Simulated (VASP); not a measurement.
# ZnS (F-43m) in VASP: further runs

The runs below take ZnS through single point, relaxation of cell and atoms, with PBE.

Everything below comes from runs of VASP 6.6.1. Logs are shortened: lines on timing, memory, paths and dates and some standing lists are left out, and cuts for length are marked.

**The experiment to reproduce.**

“Electronic, vibrational, and thermodynamic properties of ZnS (zincblende and rocksalt structure)”, 2009, arxiv:0911.5022 quotes, for a bulk crystal of ZnS at 19 K: band gap 3.85 eV (direct).

The results are compared with them further down.

**1. The cell of the first run**

It takes space group F-43m (No. 216, cubic). Conventional cell: a = 5.443 Å, b = 5.443 Å, c = 5.443 Å, α = 90.00°, β = 90.00°, γ = 90.00°. Within 3.1 Å of Zn (site symmetry -43m) lie 4 S at 2.36 Å. S (site symmetry -43m) has 4 Zn at 2.36 Å within 3.1 Å.

**2. Single point, PBE**

The input, INCAR:

```
SYSTEM = ZnS
PREC = Accurate
ENCUT = 520
EDIFF = 1E-6
ISMEAR = 0
SIGMA = 0.02
LREAL = .False.
LASPH = .True.
NELM = 100
ALGO = Normal
ISIF = 2
LWAVE = .False.
LCHARG = .True.
GGA = PE
LELF = .True.
LVHAR = .True.
NBANDS = 16
```

The input, KPOINTS:

```
Automatic mesh
0
Gamma
  10 10 10
  0 0 0
```

The input, POSCAR:

```
ZnS
1.0
    0.0000000000      2.7214810280      2.7214810280
    2.7214810280      0.0000000000      2.7214810280
    2.7214810280      2.7214810280      0.0000000000
Zn S
1 1
Direct
    0.2500000000      0.2500000000      0.2500000000
    0.0000000000      0.0000000000      0.0000000000
```

Potentials or basis: VASP PAW PBE potentials, release 64 (Zn, S).

The run is started by

```bash
$ cat potpaw_PBE.64/Zn/POTCAR potpaw_PBE.64/S/POTCAR > POTCAR
$ mpirun -np 1 vasp_std > vasp.out
```

OUTCAR:

```text
SYSTEM = ZnS
   PREC = Accurate
   ENCUT = 520
   EDIFF = 1E-6
   ISMEAR = 0
   LREAL = .False.
   LASPH = .True.
   NELM = 100
   ISIF = 2
   GGA = PE

 ion  position               nearest neighbor table
   1  0.250  0.250  0.250-   2 2.36   2 2.36   2 2.36   2 2.36
   2  0.000  0.000  0.000-   1 2.36   1 2.36   1 2.36   1 2.36

  LATTYP: Found a face centered cubic cell.
 ALAT       =     5.4429620560

  Lattice vectors:

 A1 = (   0.0000000000,   2.7214810280,   2.7214810280)
 A2 = (   2.7214810280,   0.0000000000,   2.7214810280)
 A3 = (   2.7214810280,   2.7214810280,   0.0000000000)

Analysis of symmetry for initial positions (statically):
=====================================================================
 Subroutine PRICEL returns:
 Original cell was already a primitive cell.

 Routine SETGRP: Setting up the symmetry group for a
 face centered cubic supercell.

 Subroutine GETGRP returns: Found 24 space group operations
 (whereof 24 operations were pure point group operations)
 out of a pool of 48 trial point group operations.

The static configuration has the point symmetry T_d .

Analysis of symmetry for dynamics (positions and initial velocities):
=====================================================================
 Subroutine PRICEL returns:
 Original cell was already a primitive cell.

 Routine SETGRP: Setting up the symmetry group for a
 face centered cubic supercell.

 Subroutine GETGRP returns: Found 24 space group operations
 (whereof 24 operations were pure point group operations)
 out of a pool of 48 trial point group operations.

The dynamic configuration has the point symmetry T_d .

 Subroutine INISYM returns: Found 24 space group operations
 (whereof 24 operations are pure point group operations),
 and found     1 'primitive' translations

----------------------------------------------------------------------------------------

                                     Primitive cell

  volume of cell :      40.3131

  direct lattice vectors                    reciprocal lattice vectors
     0.000000000  2.721481028  2.721481028    -0.183723493  0.183723493  0.183723493
     2.721481028  0.000000000  2.721481028     0.183723493 -0.183723493  0.183723493
     2.721481028  2.721481028  0.000000000     0.183723493  0.183723493 -0.183723493

  length of vectors
     3.848755380  3.848755380  3.848755380     0.318218424  0.318218424  0.318218424

  position of ions in fractional coordinates (direct lattice)
     0.250000000  0.250000000  0.250000000
     0.000000000  0.000000000  0.000000000

  ion indices of the primitive-cell ions
   primitive index   ion index
                 1           1
                 2           2

----------------------------------------------------------------------------------------

 KPOINTS: Automatic mesh

Automatic generation of k-mesh.
 Grid dimensions read from file:
 generate k-points for:   10   10   10

 Generating k-lattice:

  Cartesian coordinates                     Fractional coordinates (reciprocal lattice)
    -0.018372349  0.018372349  0.018372349     0.100000000  0.000000000  0.000000000
     0.018372349 -0.018372349  0.018372349     0.000000000  0.100000000  0.000000000
     0.018372349  0.018372349 -0.018372349     0.000000000  0.000000000  0.100000000

  Length of vectors
     0.031821842  0.031821842  0.031821842

  Shift w.r.t. Gamma in fractional coordinates (k-lattice)
     0.000000000  0.000000000  0.000000000

 Subroutine IBZKPT returns following result:
 ===========================================

 Found     47 irreducible k-points:

 Following reciprocal coordinates:
            Coordinates               Weight
  0.000000  0.000000  0.000000      1.000000
  0.100000  0.000000  0.000000      8.000000
  0.200000  0.000000  0.000000      8.000000
  0.300000  0.000000  0.000000      8.000000
  0.400000  0.000000  0.000000      8.000000
  0.500000  0.000000  0.000000      4.000000
[... 16 lines left out ...]
  0.300000  0.300000  0.000000      6.000000
  0.400000  0.300000  0.000000     24.000000
 [... further k-points ...]
   k-points           NKPTS =     47   k-points in BZ     NKDIM =     47   number of bands    NBANDS=     16
   number of dos      NEDOS =    301   number of ions     NIONS =      2
   total plane-waves  NPLWV =  27000
   dimension x,y,z NGX =    30 NGY =   30 NGZ =   30
   dimension x,y,z NGXF=    60 NGYF=   60 NGZF=   60
   ions per type =               1   1
   NGX,Y,Z   is equivalent  to a cutoff of  12.96, 12.96, 12.96 a.u.
   NGXF,Y,Z  is equivalent  to a cutoff of  25.92, 25.92, 25.92 a.u.
 SYSTEM =  ZnS
   PREC   = accura    normal or accurate (medium, high low for compatibility)
   ISTART =      0    job   : 0-new  1-cont  2-samecut
   ICHARG =      2    charge: 1-file 2-atom 10-const
   ISPIN  =      1    spin polarized calculation?
   LNONCOLLINEAR =      F non collinear calculations
   LSORBIT =      F    spin-orbit coupling
   LASPH  =      T    aspherical Exc in radial PAW
   ENCUT  =  520.0 eV  38.22 Ry    6.18 a.u.   7.16  7.16  7.16*2*pi/ulx,y,z
   NELM   =    100;   NELMIN=  2; NELMDL= -5     # of ELM steps
   EDIFF  = 0.1E-05   stopping-criterion for ELM
   LREAL  =      F    real-space projection
   EDIFFG = 0.1E-04   stopping-criterion for IOM
   NSW    =      0    number of steps for IOM
   IBRION =     -1    ionic relax: 0-MD 1-quasi-New 2-CG
   NFREE  =      0    steps in history (QN), initial steepest desc. (CG)
   ISIF   =      2    stress and relaxation
   ISYM   =      2    0-nonsym 1-usesym 2-fastsym
   POTIM  = 0.5000    time-step for ionic-motion
   TEBEG  =    0.0;   TEEND  =   0.0 temperature during run
   PSTRESS=    0.0 pullay stress
   NELECT =      18.0000    total number of electrons
   NUPDOWN=      -1.0000    fix difference up-down
   EMIN   =  10.00;   EMAX   =-10.00  energy-range for DOS
   EFERMI =   0.00;   METHOD = LEGACY
   ISMEAR =     0;   SIGMA  =   0.02  broadening in eV -4-tet -1-fermi 0-gaus
   EFERMI_NEDOS =   21; number of points for ismear=-14 and -15
   IALGO  =     38    algorithm
   IMIX   =      4    mixing-type and parameters
     AMIX     =   0.40;   BMIX     =  1.00
     AMIX_MAG =   1.60;   BMIX_MAG =  1.00
  volume/ion in A,a.u.               =      20.16       136.02
  Fermi-wavevector in a.u.,A,eV,Ry     =   1.251268  2.364554 21.302257  1.565672
  Thomas-Fermi vector in A             =   2.385223
   LORBIT       =      0    0 simple, 1 ext, 2 COOP (PROOUT), +10 PAW based schemes
   GGA     = PE    functional components
   LHFCALC =     F    Hartree Fock is set to
   AEXX    =    0.0000 exact exchange contribution
   IVDW    =     0    specifies the selected vdW correction
   LEPSILON=     F    determine dielectric tensor
   LRPA    =     F    only Hartree local field effects (RPA)
 non-spin polarized calculation
 Gauss-broadening in eV      SIGMA  =   0.02
  energy-cutoff  :      520.00
  volume of cell :       40.31
 maximum number of plane-waves:      1106
 NGX is ok and might be reduce to    30
   NGX = 15   NGY = 15   NGZ = 15

 number of electron      18.0000008 magnetization

 Free energy of the ion-electron system (eV)
  ---------------------------------------------------
  ext. energy  EPLUGINS =         0.00000000
  ---------------------------------------------------
  free energy    TOTEN  =        -6.85257946 eV

  energy without entropy =       -6.85257946  energy(sigma->0) =       -6.85257946

 E-fermi :   2.0506     XC(G=0):  -9.5293

 val. band max:        1.9083836903   @ k =   0.0000   0.0000   0.0000
 cond. band min:       3.9284057229   @ k =   0.0000   0.0000   0.0000
 fundamental gap:      2.0200220327
 Fermi energy:         2.0506279826

 k-point     1 :       0.0000    0.0000    0.0000
  band No.  band energies     occupation
      1     -11.0840      2.00000
      2      -4.3476      2.00000
      3      -4.3476      2.00000
      4      -4.3476      2.00000
      5      -3.8747      2.00000
      6      -3.8747      2.00000
[... 8 lines left out ...]
     15      13.6457      0.00000
     16      13.6581      0.00000

 k-point     2 :       0.1000    0.0000    0.0000
  band No.  band energies     occupation
      1     -11.0113      2.00000
      2      -4.3465      2.00000
      3      -4.3345      2.00000
      4      -4.3345      2.00000
      5      -3.8759      2.00000
      6      -3.8759      2.00000
[... 8 lines left out ...]
     15      13.2108      0.00000
     16      14.2448      0.00000

 k-point     3 :       0.2000    0.0000    0.0000
  band No.  band energies     occupation
      1     -10.8109      2.00000
      2      -4.3258      2.00000
      3      -4.3019      2.00000
      4      -4.3019      2.00000
      5      -3.8758      2.00000
      6      -3.8758      2.00000
[... 8 lines left out ...]
     15      12.7985      0.00000
     16      14.3635      0.00000

 k-point     4 :       0.3000    0.0000    0.0000
  band No.  band energies     occupation
      1     -10.5395      2.00000
      2      -4.2670      2.00000
      3      -4.2670      2.00000
      4      -4.2350      2.00000
      5      -3.8680      2.00000
      6      -3.8680      2.00000
[... 8 lines left out ...]
     15      13.1546      0.00000
     16      13.8089      0.00000
[... 324 lines left out ...]
 k-point    22 :      -0.2000    0.2000    0.0000
  band No.  band energies     occupation
      1     -10.4475      2.00000
      2      -4.2477      2.00000
      3      -4.2441      2.00000
      4      -4.2205      2.00000
      5      -3.8947      2.00000
      6      -3.8388      2.00000
[... 8 lines left out ...]
     15      14.7029      0.00000
     16      16.3802      0.00000

 k-point    23 :       0.3000    0.3000    0.0000
  band No.  band energies     occupation
      1     -10.3571      2.00000
      2      -4.3838      2.00000
      3      -4.1563      2.00000
      4      -4.1563      2.00000
      5      -3.9019      2.00000
      6      -3.8282      2.00000
[... 8 lines left out ...]
     15      14.7110      0.00000
     16      18.4017      0.00000

 k-point    24 :       0.4000    0.3000    0.0000
  band No.  band energies     occupation
      1     -10.1647      2.00000
      2      -4.3487      2.00000
      3      -4.1137      2.00000
      4      -4.1040      2.00000
      5      -3.8481      2.00000
      6      -3.8209      2.00000
[... 8 lines left out ...]
     15      15.2385      0.00000
     16      17.6129      0.00000

 [... further k-points ...]
[... 5 lines left out ...]
  --------------------------------------------------------------------------------------
  -------------------------------------------------------------------------------------
  Total        0.0429665      0.0429665      0.0429665      0.0000000      0.0000000      0.0000000
  in kB        1.7076334      1.7076334      1.7076334      0.0000000      0.0000000      0.0000000
  external PRESSURE =       1.7076334 kB  Pullay stress =       0.0000000 kB

 VOLUME and BASIS-vectors are now :
 -----------------------------------------------------------------------------
  energy-cutoff  :      520.00
  volume of cell :       40.31
      direct lattice vectors                 reciprocal lattice vectors
     0.000000000  2.721481028  2.721481028    -0.183723493  0.183723493  0.183723493
     2.721481028  0.000000000  2.721481028     0.183723493 -0.183723493  0.183723493
     2.721481028  2.721481028  0.000000000     0.183723493  0.183723493 -0.183723493

 POSITION                                       TOTAL-FORCE (eV/Angst)
 -----------------------------------------------------------------------------------
      1.36074      1.36074      1.36074         0.000000      0.000000     -0.000000
      0.00000      0.00000      0.00000        -0.000000     -0.000000      0.000000
 -----------------------------------------------------------------------------------
    total drift:                                0.000000      0.000000      0.000000

  FREE ENERGIE OF THE ION-ELECTRON SYSTEM (eV)
  ---------------------------------------------------
  free  energy   TOTEN  =        -6.8525794635 eV

  energy  without entropy=       -6.8525794635  energy(sigma->0) =       -6.85257946
```

It took 17 s on 1 thread of Intel Xeon 6975P-C (Granite Rapids), shared host; peak memory 0.17 GiB.

What came out:

* Free energy: -6.8526 eV
* Pressure: 0.2 GPa
* Band gap on the k mesh: 2.02 eV, direct

Levels at points of the mesh, in eV from the valence-band top:
```
           k point  band 6  band 7  band 8  band 9  band 10  band 11  band 12  band 13
(0.00, 0.00, 0.00)   -5.78    0.00    0.00    0.00     2.02     6.41     6.41     6.41
(0.50, 0.00, 0.00)   -5.59   -5.15   -0.84   -0.84     3.27     6.94     6.94     8.79
(0.50, 0.50, 0.00)   -5.57   -4.47   -2.14   -2.14     3.45     4.07    10.83    11.82
```

(Part 1 of 2 ends here.)
